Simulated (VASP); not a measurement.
Wanted: the native input for a VASP 6.6.1 run.

```yaml
Task: relaxation of shape and atoms at fixed volume
Functional: PBE
Potentials_or_basis: VASP PAW PBE potentials, release 64 (Cd, S)
Cutoff: 600 eV
k_mesh: 6 × 6 × 4
Occupations: gaussian, width 0.02 eV
Spin: no spin polarisation
Dipole_correction: no
Further_INCAR_settings: ALGO = Normal; EDIFF = 1e-07; IBRION = 2; EDIFFG = -0.01; NSW = 50; ISIF = 4
```

The structure of CdS lies in POSCAR:

```
CdS
1.0
    4.0670720588      0.0000000000      0.0000000000
   -2.0335360294      3.5221877219      0.0000000000
    0.0000000000      0.0000000000      6.6166012431
Cd S
2 2
Direct
    0.3333333333      0.6666666667     -0.0008015557
    0.6666666667      0.3333333333      0.4991984443
    0.3333333333      0.6666666667      0.3758015557
    0.6666666667      0.3333333333      0.8758015557
```

One way to write it, as run:

INCAR

```
PREC     = Accurate       # precision mode
ENCUT    = 600            # plane-wave cutoff, eV
EDIFF    = 1E-7           # SCF threshold, eV
ISMEAR   = 0              # smearing method
SIGMA    = 0.02           # smearing width, eV
LREAL    = False          # projectors in reciprocal space
LASPH    = True           # aspherical terms in the spheres
NELM     = 60             # most SCF steps
ALGO     = Normal         # electronic algorithm
ISIF     = 4              # what is computed and relaxed
LWAVE    = False          # write WAVECAR
LCHARG   = False          # write CHGCAR
GGA      = PE             # functional
IBRION   = 2              # ionic algorithm
NSW      = 50             # ionic steps
EDIFFG   = -0.01          # ionic threshold
```

KPOINTS

```
regular mesh
0
Gamma
  6 6 4
```

Potentials or basis: VASP PAW PBE potentials, release 64 (Cd, S).

Launch:

```bash
$ cat potpaw_PBE.64/Cd/POTCAR potpaw_PBE.64/S/POTCAR > POTCAR
$ mpirun -np 1 vasp_std > vasp.out
```

Results of the run:

```json
{
  "Pressure after relaxing": "6.6 GPa",
  "Largest force after relaxing": "0.008 eV/Å",
  "Band gap on the k mesh": "1.34 eV"
}
```

Caveat: the relaxation stopped at its first step, so nothing moved.

It took 82 s on 1 thread of Intel Xeon 8259CL, on a shared host, peak memory 0.24 GiB.
